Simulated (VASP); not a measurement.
Write the native input for VASP 6.6.1 that does the following.

| Item | Value |
| --- | --- |
| Task | single point |
| Functional | PBE |
| Potentials or basis | VASP PAW PBE potentials, release 64 (Nb_sv, Ag, Cl) |
| Cutoff | 520 eV |
| k mesh | 8 × 8 × 8 |
| Occupations | gaussian, width 0.1 eV |
| Spin | no spin polarisation |
| Dipole correction | no |
| Further INCAR settings | ALGO = Normal; EDIFF = 1e-07; NBANDS = 30 |

The structure of NbAgCl3 lies in POSCAR:

```
NbAgCl3
1.0
    4.9962846813      0.0000000000      0.0000000000
    0.0000000000      4.9962846813      0.0000000000
    0.0000000000      0.0000000000      4.9962846813
Nb Ag Cl
1 1 3
Direct
    0.0000000000      0.0000000000      0.0000000000
    0.5000000000      0.5000000000      0.5000000000
    0.0000000000      0.5000000000      0.5000000000
    0.5000000000      0.0000000000      0.5000000000
    0.5000000000      0.5000000000      0.0000000000
```

These files were run (other wordings do the same):

INCAR

```
  PREC = Accurate
  ENCUT = 520
  EDIFF = 1E-7
  ISMEAR = 0
  SIGMA = 0.1
  LREAL = False
  LASPH = True
  NELM = 80
  ALGO = Normal
  ISIF = 2
  LWAVE = False
  LCHARG = False
  GGA = PE
  NBANDS = 30
```

KPOINTS

```
regular mesh
0
Gamma
  8 8 8
```

Potentials or basis: VASP PAW PBE potentials, release 64 (Nb_sv, Ag, Cl).

Run with:

```sh
$ cat potpaw_PBE.64/Nb_sv/POTCAR potpaw_PBE.64/Ag/POTCAR potpaw_PBE.64/Cl/POTCAR > POTCAR
$ mpirun -np 1 vasp_std > vasp.out
```

Results of the run:

| Quantity | Value |
| --- | --- |
| Pressure | -0.1 GPa |
| Band gap on the k mesh | zero (an odd number of electrons rules out a gap without spin polarisation) |

Caveat: an odd number of electrons without spin polarisation forces a metal; a magnetic or distorted state may lie lower.

Run time: 5 min on 1 thread of Intel Xeon 8259CL (shared host), peak memory 0.32 GiB.
